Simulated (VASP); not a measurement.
The system is SrO.

```xyz
2
Lattice="0.0000 2.5663 2.5663 2.5663 0.0000 2.5663 2.5663 2.5663 0.0000" Properties=species:S:1:pos:R:3 pbc="T T T"
Sr    2.5663    2.5663    2.5663
O     0.0000    0.0000    0.0000
```

```yaml
Program: VASP 6.6.1
Task: relaxation of cell and atoms
Functional: LDA
Potentials_or_basis: VASP PAW LDA potentials, release 64 (Sr_sv, O)
Cutoff: 600 eV
k_mesh: 8 × 8 × 8
Occupations: gaussian, width 0.02 eV
Spin: no spin polarisation
```

At the start: pressure -3.2 GPa; volume 16.90 Å³/atom.

Problem. Where does the relaxation end?

Solution. Over 3 steps the energy falls by 5.8 meV/atom and the volume is 16.34 Å³/atom (-3.3 %); space group Fm-3m (No. 225, to 0.05 Å).

Step by step:
| step | energy change (eV) | largest force (eV/Å) | pressure (GPa) | volume (Å³) |
| --- | --- | --- | --- | --- |
| 1 | 0.0000 | 0.0000 | -3.21 | 33.80 |
| 2 | -0.0089 | 0.0000 | 1.72 | 32.17 |
| 3 | -0.0116 | 0.0000 | 0.02 | 32.69 |

Final structure:
```
Sr O
1.0
     0.00000    2.53775    2.53775
     2.53775    0.00000    2.53775
     2.53775    2.53775    0.00000
Sr O
1 1
Direct
  0.50000 0.50000 0.50000
  0.00000 0.00000 0.00000
```
